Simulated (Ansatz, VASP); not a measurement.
ZnS in VASP and in Ansatz

```xyz
2
Lattice="0.0000 2.6945 2.6945 2.6945 0.0000 2.6945 2.6945 2.6945 0.0000" Properties=species:S:1:pos:R:3 pbc="T T T"
Zn    0.0000   -0.0552    0.0000
S     4.0418    4.1543    4.0418
```

Change from the starting cell: mode 4 (273.2 1/cm) frozen in, largest displacement +0.113 Å.

Alike in both runs: task single point; functional r2SCAN; k mesh 8 × 8 × 8; occupations gaussian, width 0.05 eV; no spin polarisation.

|  | VASP | Ansatz |
| --- | --- | --- |
| version | VASP 6.6.1 | Ansatz 0.2.0 |
| potentials or method | VASP PAW PBE potentials, release 64 (Zn, S), cutoff 520 eV | scalar-relativistic, plane waves, PAW |
| valence electrons in the cell | 18 | 18 |

|  | VASP | Ansatz | Ansatz less VASP |
| --- | --- | --- | --- |
| gap on the k mesh at the Fermi level (eV) | 2.64 | 2.63 | -0.010 |
| least direct gap on the mesh (eV) | 2.64 | 2.63 | -0.010 |
| pressure (GPa) | 1.0 | 1.0 | -0.04 |
| traceless stress, the component that is largest in VASP (GPa) | 4.00 | 3.99 | -0.010 |
| rms of the force components (eV/Å) | 0.561 | 0.562 | +0.0010 |

VASP's potentials were made for PBE, not for r2SCAN. Atom by atom the forces differ by 0.001 eV/Å (rms over components).
